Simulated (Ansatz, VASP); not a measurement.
**SnSe in VASP and in Ansatz**

File INCAR:

```
ALGO = Normal
EDIFF = 1E-6
ENCUT = 520
GGA = CA
ISIF = 2
ISMEAR = 0
LASPH = True
LCHARG = True
LELF = True
LREAL = False
LVHAR = True
LWAVE = False
NBANDS = 17
NELM = 80
PREC = Accurate
SIGMA = 0.05
```

Contents of KPOINTS:

```
k-points
0
Gamma
  8 8 8
```

POSCAR

```
SnSe
1.0
    0.0000000000      3.0100000000      2.9799000000
    3.0100000000      0.0000000000      2.9799000000
    3.0100000000      3.0100000000      0.0000000000
Sn Se
1 1
Direct
    0.0000000000      0.0000000000      0.0000000000
    0.5000000000      0.5000000000      0.5000000000
```

Input for Ansatz:

```yaml
crystal:
  lattice:
    - [0.0, 3.01, 2.9799]
    - [3.01, 0.0, 2.9799]
    - [3.01, 3.01, 0.0]
  atoms:
    - { symbol: Sn, position: [0.0, 0.0, 0.0] }
    - { symbol: Se, position: [0.5, 0.5, 0.5] }
basis:
  ecutwfc: 420
kpoints:
  mp_grid: { grid: [8, 8, 8] }
hamiltonian:
  xc: lda
scf:
  occupations: { method: gaussian, width: 0.05 }
output:
  forces: true
  stress: true
  eigenvalues: true
```

Change from the starting cell: strain -0.0100 x Voigt [0, 0, 1, 0, 0, 0], atoms carried along.

Alike in both runs: task single point; functional LDA; k mesh 8 × 8 × 8; occupations gaussian, width 0.05 eV; no spin polarisation.

```csv
,VASP,Ansatz
version,VASP 6.6.1,Ansatz 0.2.0
potentials or method,"VASP PAW LDA potentials, release 64 (Sn_d, Se), cutoff 520 eV","scalar-relativistic, plane waves, PAW"
valence electrons in the cell,20,30
```

VASP gave:

- gap on the k mesh at the Fermi level (eV): 0.67
- least direct gap on the mesh (eV): 0.67
- pressure (GPa): -2.8
- traceless stress, the component that is largest in VASP (GPa): 0.78

Q: What did Ansatz give for the same quantities?

A: gap on the k mesh at the Fermi level (eV): 0.66; least direct gap on the mesh (eV): 0.66; pressure (GPa): -2.9; traceless stress, the component that is largest in VASP (GPa): 0.78.

LDA's correlation is that of Perdew and Zunger in VASP and of Perdew and Wang (1992) in Ansatz. VASP's potentials hold 20 valence electrons a cell and Ansatz's 30, so a difference there can come from the potentials and not from the codes.
